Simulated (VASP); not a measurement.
# Ti2Co (Fd-3m) in VASP: notebook

Ti2Co is run at these levels: PBEsol; tasks: single point.

Program: VASP 6.6.1. These are calculated values, not measurements. Logs are shortened: lines on timing, memory, paths and dates and some standing lists are left out, and cuts for length are marked.

### Step 1. The cell of the first run

The structure is cubic, space group Fd-3m (No. 227). Conventional cell: a = 6.982 Å, b = 6.982 Å, c = 6.982 Å, α = 90.00°, β = 90.00°, γ = 90.00°. Ti (site symmetry -3m) has 6 Ti at 2.47 Å and 6 Co at 2.89 Å within 3.3 Å. Co (site symmetry -43m) has 12 Ti at 2.89 Å and 4 Co at 3.02 Å within 3.8 Å.

### Step 2. Single point, PBEsol, collinear spin, ferromagnetic start

The input, INCAR:

```
SYSTEM = Ti2Co
  PREC = Accurate
  ENCUT = 520
  EDIFF = 1E-6
  ISMEAR = 0
  SIGMA = 0.2
  LREAL = .False.
  LASPH = .True.
  NELM = 150
  ALGO = Normal
  ISIF = 2
  LWAVE = .False.
  LCHARG = .True.
  ISPIN = 2
  MAGMOM = 0 0 0 0 1.1 1.1
  LORBIT = 11
  LMAXMIX = 4
  GGA = PS
  LELF = .True.
  LVHAR = .True.
  NBANDS = 46
```

The input, KPOINTS:

```
regular mesh
0
Gamma
  10 10 10
  0 0 0
```

The input, POSCAR:

```
Ti2Co
1.0
    0.0000000000      3.4908822035      3.4908822035
    3.4908822035      0.0000000000      3.4908822035
    3.4908822035      3.4908822035      0.0000000000
Ti Co
4 2
Direct
    0.1250000000      0.1250000000      0.1250000000
    0.6250000000      0.1250000000      0.1250000000
    0.1250000000      0.1250000000      0.6250000000
    0.1250000000      0.6250000000      0.1250000000
    0.5000000000      0.5000000000      0.5000000000
    0.7500000000      0.7500000000      0.7500000000
```

Potentials or basis: VASP PAW PBE potentials, release 64 (Ti_sv, Co).

Launch:

```console
$ cat potpaw_PBE.64/Ti_sv/POTCAR potpaw_PBE.64/Co/POTCAR > POTCAR
$ mpirun -np 1 vasp_std > vasp.out
```

OUTCAR:

```text
SYSTEM = Ti2Co
   PREC = Accurate
   ENCUT = 520
   EDIFF = 1E-6
   ISMEAR = 0
   LREAL = .False.
   LASPH = .True.
   NELM = 150
   ISIF = 2
   ISPIN = 2
   LORBIT = 11
   GGA = PS

 ion  position               nearest neighbor table
   1  0.125  0.125  0.125-   2 2.47   3 2.47   4 2.47   3 2.47   4 2.47   2 2.47   6 2.89   5 2.89
                             6 2.89   5 2.89   6 2.89   5 2.89
   2  0.625  0.125  0.125-   1 2.47   3 2.47   4 2.47   1 2.47   3 2.47   4 2.47   5 2.89   6 2.89
                             5 2.89   5 2.89   6 2.89   6 2.89
   3  0.125  0.125  0.625-   1 2.47   1 2.47   2 2.47   4 2.47   4 2.47   2 2.47   6 2.89   5 2.89
                             6 2.89   5 2.89   6 2.89   5 2.89
   4  0.125  0.625  0.125-   1 2.47   3 2.47   1 2.47   2 2.47   3 2.47   2 2.47   5 2.89   6 2.89
                             5 2.89   6 2.89   6 2.89   5 2.89
   5  0.500  0.500  0.500-   1 2.89   3 2.89   4 2.89   1 2.89   2 2.89   3 2.89   1 2.89   2 2.89
                             4 2.89   2 2.89   3 2.89   4 2.89   6 3.02   6 3.02   6 3.02   6 3.02
   6  0.750  0.750  0.750-   2 2.89   3 2.89   4 2.89   1 2.89   2 2.89   4 2.89   1 2.89   2 2.89
                             3 2.89   1 2.89   3 2.89   4 2.89   5 3.02   5 3.02   5 3.02   5 3.02

  LATTYP: Found a face centered cubic cell.
 ALAT       =     6.9817644070

  Lattice vectors:

 A1 = (   0.0000000000,   3.4908822035,   3.4908822035)
 A2 = (   3.4908822035,   0.0000000000,   3.4908822035)
 A3 = (   3.4908822035,   3.4908822035,   0.0000000000)

Analysis of symmetry for initial positions (statically):
=====================================================================
 Subroutine PRICEL returns:
 Original cell was already a primitive cell.

 Routine SETGRP: Setting up the symmetry group for a
 face centered cubic supercell.

 Subroutine GETGRP returns: Found 48 space group operations
 (whereof 24 operations were pure point group operations)
 out of a pool of 48 trial point group operations.

The static configuration has the point symmetry T_d .
 The point group associated with its full space group is O_h .

Analysis of symmetry for dynamics (positions and initial velocities):
=====================================================================
 Subroutine PRICEL returns:
 Original cell was already a primitive cell.

 Routine SETGRP: Setting up the symmetry group for a
 face centered cubic supercell.

 Subroutine GETGRP returns: Found 48 space group operations
 (whereof 24 operations were pure point group operations)
 out of a pool of 48 trial point group operations.

The dynamic configuration has the point symmetry T_d .
 The point group associated with its full space group is O_h .

Analysis of structural, dynamic, and magnetic symmetry:
=====================================================================
 Subroutine PRICEL returns:
 Original cell was already a primitive cell.

 Routine SETGRP: Setting up the symmetry group for a
 face centered cubic supercell.

 Subroutine GETGRP returns: Found 48 space group operations
 (whereof 24 operations were pure point group operations)
 out of a pool of 48 trial point group operations.

The overall configuration has the point symmetry T_d .
 The point group associated with its full space group is O_h .

 Subroutine INISYM returns: Found 48 space group operations
 (whereof 24 operations are pure point group operations),
 and found     1 'primitive' translations

----------------------------------------------------------------------------------------

                                     Primitive cell

  volume of cell :      85.0816

  direct lattice vectors                    reciprocal lattice vectors
     0.000000000  3.490882204  3.490882204    -0.143230270  0.143230270  0.143230270
     3.490882204  0.000000000  3.490882204     0.143230270 -0.143230270  0.143230270
     3.490882204  3.490882204  0.000000000     0.143230270  0.143230270 -0.143230270

  length of vectors
     4.936852957  4.936852957  4.936852957     0.248082105  0.248082105  0.248082105

  position of ions in fractional coordinates (direct lattice)
     0.125000000  0.125000000  0.125000000
     0.625000000  0.125000000  0.125000000
     0.125000000  0.125000000  0.625000000
     0.125000000  0.625000000  0.125000000
     0.500000000  0.500000000  0.500000000
     0.750000000  0.750000000  0.750000000

[... 64 lines left out ...]
   total plane-waves  NPLWV =  64000
   dimension x,y,z NGX =    40 NGY =   40 NGZ =   40
   dimension x,y,z NGXF=    80 NGYF=   80 NGZF=   80
   ions per type =               4   2
   NGX,Y,Z   is equivalent  to a cutoff of  13.47, 13.47, 13.47 a.u.
   NGXF,Y,Z  is equivalent  to a cutoff of  26.94, 26.94, 26.94 a.u.
 SYSTEM =  Ti2Co
   PREC   = accura    normal or accurate (medium, high low for compatibility)
   ISTART =      0    job   : 0-new  1-cont  2-samecut
   ICHARG =      2    charge: 1-file 2-atom 10-const
   ISPIN  =      2    spin polarized calculation?
   LNONCOLLINEAR =      F non collinear calculations
   LSORBIT =      F    spin-orbit coupling
   LASPH  =      T    aspherical Exc in radial PAW
   ENCUT  =  520.0 eV  38.22 Ry    6.18 a.u.   9.18  9.18  9.18*2*pi/ulx,y,z
   NELM   =    150;   NELMIN=  2; NELMDL= -5     # of ELM steps
   EDIFF  = 0.1E-05   stopping-criterion for ELM
   LREAL  =      F    real-space projection
   EDIFFG = 0.1E-04   stopping-criterion for IOM
   NSW    =      0    number of steps for IOM
   IBRION =     -1    ionic relax: 0-MD 1-quasi-New 2-CG
   NFREE  =      0    steps in history (QN), initial steepest desc. (CG)
   ISIF   =      2    stress and relaxation
   ISYM   =      2    0-nonsym 1-usesym 2-fastsym
   POTIM  = 0.5000    time-step for ionic-motion
   TEBEG  =    0.0;   TEEND  =   0.0 temperature during run
   PSTRESS=    0.0 pullay stress
   NELECT =      66.0000    total number of electrons
   NUPDOWN=      -1.0000    fix difference up-down
   EMIN   =  10.00;   EMAX   =-10.00  energy-range for DOS
   EFERMI =   0.00;   METHOD = LEGACY
   ISMEAR =     0;   SIGMA  =   0.20  broadening in eV -4-tet -1-fermi 0-gaus
   EFERMI_NEDOS =   21; number of points for ismear=-14 and -15
   IALGO  =     38    algorithm
   IMIX   =      4    mixing-type and parameters
     AMIX     =   0.40;   BMIX     =  1.00
     AMIX_MAG =   1.60;   BMIX_MAG =  1.00
  volume/ion in A,a.u.               =      14.18        95.69
  Fermi-wavevector in a.u.,A,eV,Ry     =   1.504219  2.842561 30.785543  2.262674
  Thomas-Fermi vector in A             =   2.615227
   LORBIT       =     11    0 simple, 1 ext, 2 COOP (PROOUT), +10 PAW based schemes
   GGA     = PS    functional components
   LHFCALC =     F    Hartree Fock is set to
   AEXX    =    0.0000 exact exchange contribution
   IVDW    =     0    specifies the selected vdW correction
   LEPSILON=     F    determine dielectric tensor
   LRPA    =     F    only Hartree local field effects (RPA)
 spin polarized calculation
 Gauss-broadening in eV      SIGMA  =   0.20
  energy-cutoff  :      520.00
  volume of cell :       85.08
 maximum number of plane-waves:      2307
 NGX is ok and might be reduce to    40
   NGX = 19   NGY = 19   NGZ = 19

 number of electron      65.9999977 magnetization       1.6975471

 Free energy of the ion-electron system (eV)
  ---------------------------------------------------
  ext. energy  EPLUGINS =         0.00000000
  ---------------------------------------------------
  free energy    TOTEN  =       -46.32673538 eV

  energy without entropy =      -46.12690439  energy(sigma->0) =      -46.22681989

 E-fermi :   8.8020     XC(G=0): -12.4162

 val. band max:        8.8011327800   @ k =  -0.4000   0.3000   0.0000
 cond. band min:       8.8039168523   @ k =  -0.2000   0.2000   0.0000
 fundamental gap:      0.0027840723
 Fermi energy:         8.8019783828

 spin component 1

 k-point     1 :       0.0000    0.0000    0.0000
  band No.  band energies     occupation
      1     -47.3304      1.00000
      2     -46.8323      1.00000
      3     -46.8323      1.00000
      4     -46.8323      1.00000
      5     -25.0562      1.00000
      6     -23.9816      1.00000
[... 1141 lines left out ...]
     44      11.8304      0.00000
     45      12.5319      0.00000

 [... further k-points ...]

 spin component 2

 k-point     1 :       0.0000    0.0000    0.0000
  band No.  band energies     occupation
      1     -47.3333      1.00000
      2     -46.8368      1.00000
      3     -46.8368      1.00000
      4     -46.8368      1.00000
      5     -25.0151      1.00000
      6     -23.9912      1.00000
[... 1141 lines left out ...]
     44      11.9121      0.00000
     45      12.5188      0.00000

 [... further k-points ...]

 [bands above 45 left out]

------------------------ aborting loop because EDIFF is reached ----------------------------------------

  FORCE on cell =-STRESS in cart. coord.  units (eV):
  Direction    XX          YY          ZZ          XY          YZ          ZX
  --------------------------------------------------------------------------------------
  -------------------------------------------------------------------------------------
  Total       -0.0597212     -0.0597212     -0.0597212      0.0000000      0.0000000      0.0000000
  in kB       -1.1246133     -1.1246133     -1.1246133      0.0000000      0.0000000      0.0000000
  external PRESSURE =      -1.1246133 kB  Pullay stress =       0.0000000 kB

 VOLUME and BASIS-vectors are now :
 -----------------------------------------------------------------------------
  energy-cutoff  :      520.00
  volume of cell :       85.08
      direct lattice vectors                 reciprocal lattice vectors
     0.000000000  3.490882204  3.490882204    -0.143230270  0.143230270  0.143230270
     3.490882204  0.000000000  3.490882204     0.143230270 -0.143230270  0.143230270
     3.490882204  3.490882204  0.000000000     0.143230270  0.143230270 -0.143230270

 POSITION                                       TOTAL-FORCE (eV/Angst)
 -----------------------------------------------------------------------------------
      0.87272      0.87272      0.87272         0.000000      0.000000      0.000000
      0.87272      2.61816      2.61816         0.000000      0.000000      0.000000
      2.61816      2.61816      0.87272         0.000000      0.000000      0.000000
      2.61816      0.87272      2.61816         0.000000      0.000000      0.000000
      3.49088      3.49088      3.49088        -0.000000     -0.000000     -0.000000
      5.23632      5.23632      5.23632         0.000000      0.000000      0.000000
 -----------------------------------------------------------------------------------
    total drift:                                0.000000     -0.000000      0.000000

  FREE ENERGIE OF THE ION-ELECTRON SYSTEM (eV)
  ---------------------------------------------------
  free  energy   TOTEN  =       -46.3267353836 eV

  energy  without entropy=      -46.1269043890  energy(sigma->0) =      -46.22681989

 total charge

# of ion       s       p       d       tot
------------------------------------------
    1        2.286   6.128   2.193  10.608
    2        2.286   6.128   2.193  10.608
    3        2.286   6.128   2.193  10.608
    4        2.286   6.128   2.193  10.608
    5        0.417   0.390   7.158   7.966
    6        0.417   0.390   7.158   7.966
--------------------------------------------------
tot          9.980  25.293  23.090  58.363

 magnetization (x)

# of ion       s       p       d       tot
------------------------------------------
    1       -0.002  -0.011   0.001  -0.011
    2       -0.002  -0.011   0.001  -0.011
    3       -0.002  -0.011   0.001  -0.011
    4       -0.002  -0.011   0.001  -0.011
    5        0.007  -0.008   0.964   0.962
    6        0.007  -0.008   0.964   0.962
--------------------------------------------------
tot          0.007  -0.059   1.933   1.881
```

Wall time 14 min (1 thread of Intel Xeon Platinum 8488C (Sapphire Rapids), shared host); peak memory 0.46 GiB.

Results:

| Item | Value |
| --- | --- |
| Free energy | -46.3267 eV |
| Pressure | -0.1 GPa |
| Net moment | 1.70 μB per cell |
| Site moments | Ti -0.01; Co +0.96 μB |
| Valence electrons inside the program's atomic spheres | Ti 10.61; Co 7.97 |

Levels at points of the mesh, in eV from the Fermi level:
Spin up:
| k point | band 30 | band 31 | band 32 | band 33 | band 34 | band 35 | band 36 | band 37 | band 38 | band 39 |
| --- | --- | --- | --- | --- | --- | --- | --- | --- | --- | --- |
| (0.00, 0.00, 0.00) | -1.28 | -1.28 | -0.31 | -0.31 | -0.31 | -0.14 | -0.14 | 3.58 | 3.58 | 3.58 |
| (0.50, 0.00, 0.00) | -0.80 | -0.54 | -0.54 | -0.15 | -0.15 | 0.68 | 0.68 | 0.78 | 1.30 | 1.49 |
| (0.50, 0.50, 0.00) | -0.83 | -0.74 | -0.74 | 0.17 | 0.17 | 0.29 | 0.29 | 1.39 | 1.39 | 1.39 |
Spin down:
```
           k point  band 30  band 31  band 32  band 33  band 34  band 35
(0.00, 0.00, 0.00)    -0.69    -0.69     0.21     0.21     0.24     0.24
(0.50, 0.00, 0.00)    -0.35    -0.35    -0.13    -0.13    -0.08     0.82
(0.50, 0.50, 0.00)    -0.80    -0.04    -0.04     0.30     0.30     0.81
```

Caveat: the PAW data sets were made with another functional, which shifts forces and pressure a little.

### Step 3. Single point, PBEsol, collinear spin, ferromagnetic start

This run uses another cell than the first one, of 12.77 Å³/atom.

The input, INCAR:

```
SYSTEM = Ti2Co
PREC = Accurate ; ENCUT = 520
EDIFF = 1E-6 ; ISMEAR = 0
SIGMA = 0.1 ; LREAL = .False.
LASPH = .True. ; NELM = 150
ALGO = Normal ; ISIF = 2
LWAVE = .False. ; LCHARG = .False.
ISPIN = 2 ; MAGMOM = 0 0 0 0 0.8 0.8
LORBIT = 11 ; LMAXMIX = 4
GGA = PS ; NBANDS = 46
```

The input, KPOINTS:

```
Automatic mesh
0
Gamma
  10 10 10
  0 0 0
```

POSCAR, as its differences from that of step 2:

```diff
@@ -2,5 +2,5 @@
 1.0
-    0.0000000000      3.4908822035      3.4908822035
-    3.4908822035      0.0000000000      3.4908822035
-    3.4908822035      3.4908822035      0.0000000000
+    0.0000000000      3.3711376677      3.3711376677
+    3.3711376677      0.0000000000      3.3711376677
+    3.3711376677      3.3711376677      0.0000000000
 Ti Co
```

Potentials or basis: VASP PAW PBE potentials, release 64 (Ti_sv, Co).

Launch:

```console
$ cat potpaw_PBE.64/Ti_sv/POTCAR potpaw_PBE.64/Co/POTCAR > POTCAR
$ mpirun -np 1 vasp_std > vasp.out
```

It took 14 min on 1 thread of Intel Xeon 8259CL, shared host; peak memory 0.4 GiB.

The run converged. Its results:

```yaml
Free_energy: -45.8950 eV
Pressure: 14.8 GPa
Net_moment: 1.17 μB per cell
Site_moments: Ti +0.04; Co +0.54 μB
Valence_electrons_inside_the_program's_atomic_spheres: Ti 10.78; Co 8.11
```

Levels at points of the mesh, in eV from the Fermi level:
Spin up:
```csv
k point,band 30,band 31,band 32,band 33,band 34,band 35,band 36,band 37,band 38,band 39
"(0.00, 0.00, 0.00)",-1.19,-1.19,-0.11,-0.11,-0.11,-0.08,-0.08,3.99,3.99,3.99
"(0.50, 0.00, 0.00)",-0.67,-0.57,-0.57,-0.13,-0.13,0.95,0.95,1.12,1.62,1.73
"(0.50, 0.50, 0.00)",-0.59,-0.58,-0.58,0.31,0.31,0.54,0.54,1.56,1.56,1.75
```
Spin down:
| k point | band 28 | band 29 | band 30 | band 31 | band 32 | band 33 | band 34 | band 35 | band 36 | band 37 |
| --- | --- | --- | --- | --- | --- | --- | --- | --- | --- | --- |
| (0.00, 0.00, 0.00) | -0.92 | -0.81 | -0.81 | -0.81 | 0.20 | 0.20 | 0.23 | 0.23 | 0.23 | 3.97 |
| (0.50, 0.00, 0.00) | -0.54 | -0.43 | -0.41 | -0.41 | -0.14 | -0.10 | -0.10 | 1.17 | 1.24 | 1.24 |
| (0.50, 0.50, 0.00) | -1.12 | -0.58 | -0.58 | -0.13 | -0.13 | 0.45 | 0.45 | 0.88 | 0.88 | 1.64 |

Caveat: the cell stands under pressure; the PAW data sets were made with another functional, which shifts forces and pressure a little.
